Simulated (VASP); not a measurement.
Set up this calculation in VASP 6.6.1, as the native input.

- Task: single point
- Functional: PBE
- Potentials or basis: VASP PAW PBE potentials, release 64 (Mo_sv, S)
- Cutoff: 520 eV
- k mesh: 10 × 10 × 1
- Occupations: gaussian, width 0.1 eV
- Spin: no spin polarisation
- Dipole correction: yes
- Further INCAR settings: ALGO = Normal; EDIFF = 1e-07; NBANDS = 32

The structure of Mo3S lies in POSCAR:

```
Mo3S
1.0
    2.7370454664      0.0000000000      0.0000000000
   -0.9123484888      2.5805112129      0.0000000000
    0.0000000000      0.0000000000     19.8082440452
Mo S
3 1
Direct
    0.5000000000      0.5000000000      0.2019361227
    0.0000000000      0.0000000000      0.3106875856
    0.5000000000      0.5000000000      0.4194336472
    0.5000000000      0.5000000000      0.5402521438
```

One way to write it, as run:

INCAR

```
SYSTEM = Mo3S
ALGO = Normal ; DIPOL = 0.5 0.5 0.368
EDIFF = 1E-7 ; ENCUT = 520
GGA = PE ; IDIPOL = 3
ISIF = 2 ; ISMEAR = 0
LASPH = .True. ; LCHARG = .False.
LDIPOL = .True. ; LREAL = .False.
LWAVE = .False. ; NBANDS = 32
NELM = 100 ; PREC = Accurate
SIGMA = 0.1
```

KPOINTS

```
k-points
0
Gamma
  10 10 1
  0 0 0
```

Potentials or basis: VASP PAW PBE potentials, release 64 (Mo_sv, S).

Run with:

```sh
$ cat potpaw_PBE.64/Mo_sv/POTCAR potpaw_PBE.64/S/POTCAR > POTCAR
$ mpirun -np 1 vasp_std > vasp.out
```

It gave:

```json
{"Largest force": "0.748 eV/Å", "Band gap on the k mesh": "zero (band 24 reaches 3.21 eV, above the bottom of band 25 at 1.74 eV)"}
```

Wall time 3.4 min on 1 thread of AMD EPYC 7R43 64-Core Processor (Zen 3), with other jobs on the host, peak memory 0.26 GiB.
